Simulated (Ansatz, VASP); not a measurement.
**Rh: VASP beside Ansatz**

The input INCAR:

```
SYSTEM = Rh
ALGO = Normal
EDIFF = 1E-6
ENCUT = 520
GGA = PS
ISIF = 2
ISMEAR = -1
LASPH = .TRUE.
LCHARG = .FALSE.
LREAL = .FALSE.
LWAVE = .FALSE.
NBANDS = 38
NELM = 80
PREC = Accurate
SIGMA = 0.1
```

File KPOINTS:

```
k-points
0
G
  15 15 4
  0 0 0
```

POSCAR

```
Rh
1.0
    2.7461728279      0.0000000000      0.0000000000
   -1.3730864139      2.3782554322      0.0000000000
    0.0000000000      0.0000000000      8.9585978738
Rh
4
Direct
    0.0000000000      1.0000000000      0.0000000000
    0.0000000000      1.0000000000      0.5000000000
    0.3333333333      0.6666666667      0.2500000000
    0.6666666667      0.3333333333      0.7500000000
```

Input for Ansatz:

```yaml
crystal:
  lattice:
    - [2.7461728279, 0.0, 0.0]
    - [-1.3730864139, 2.3782554322, 0.0]
    - [0.0, 0.0, 8.9585978738]
  atoms:
    - { symbol: Rh, position: [0.0, 1.0, 0.0] }
    - { symbol: Rh, position: [0.0, 1.0, 0.5] }
    - { symbol: Rh, position: [0.3333333333, 0.6666666667, 0.25] }
    - { symbol: Rh, position: [0.6666666667, 0.3333333333, 0.75] }
hamiltonian:
  xc: pbesol
  pseudopotentials:
    kind: paw
    azcp:
      Rh: "pseudopotentials/Rh.paw.azcp"
basis:
  ecutwfc: 420
  fft_grid_basis: typed
kpoints:
  mp_grid: { grid: [15, 15, 4], shift: [0, 0, 0] }
magnetization:
  spin_polarized: false
scf:
  occupations: { method: fermi_dirac, width: 0.1 }
  lower_state_search: "off"
output:
  stress: true
```

Alike in both runs: task single point; functional PBEsol; k mesh 15 × 15 × 4; occupations fermi-dirac, width 0.1 eV; no spin polarisation.

|  | VASP | Ansatz |
| --- | --- | --- |
| version | VASP 6.6.1 | Ansatz 0.2.0 |
| potentials or method | VASP PAW PBE potentials, release 64 (Rh_pv), cutoff 520 eV | plane waves (420 eV) with PAW, scalar-relativistic |
| valence electrons in the cell | 60 | 68 |

Ansatz gave:

```
pressure (GPa)                                                : -18.4
traceless stress, the component that is largest in VASP (GPa) : -0.16
```

Problem. Which values does VASP return?

Solution. Pressure (GPa): -18.5; traceless stress, the component that is largest in VASP (GPa): -0.16.

VASP's potentials were made for PBE, not for PBEsol, and Ansatz warns of the same on its side. VASP's potentials hold 60 valence electrons a cell and Ansatz's 68, so a difference there can come from the potentials and not from the codes.
